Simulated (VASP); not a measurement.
A run of VASP 6.6.1:

The input INCAR:

```
ALGO = Normal
EDIFF = 1E-6
ENCUT = 500
GGA = PS
GGA_COMPAT = False
ISIF = 2
ISMEAR = 0
LASPH = True
LCHARG = False
LREAL = False
LWAVE = False
NBANDS = 16
NELM = 120
PREC = Accurate
SIGMA = 0.15
```

The input KPOINTS:

```
k-points
0
Gamma
  14 14 8
```

Contents of POSCAR:

```
InSb
1.0
    3.0361886953      0.0000000000      0.0000000000
    0.0000000000      3.0361886953      0.0000000000
    0.0000000000      0.0000000000      5.9744287867
In Sb
1 1
Direct
    0.0000000000      0.0000000000      0.0000000000
    0.0000000000      0.0000000000      0.5000000000
```

Potentials or basis: VASP PAW PBE potentials, release 64 (In_d, Sb).

Launch:

```sh
$ cat potpaw_PBE.64/In_d/POTCAR potpaw_PBE.64/Sb/POTCAR > POTCAR
$ mpirun -np 1 vasp_std > vasp.out
```

Hardware: 1 thread of Intel Xeon 8259CL, with other jobs on the host.

Q: Estimate the wall time of this run.

A: Run time: 2.4 min on 1 thread of Intel Xeon 8259CL (shared host), peak memory 0.29 GiB. Counts: scf iterations 11, k points 180.
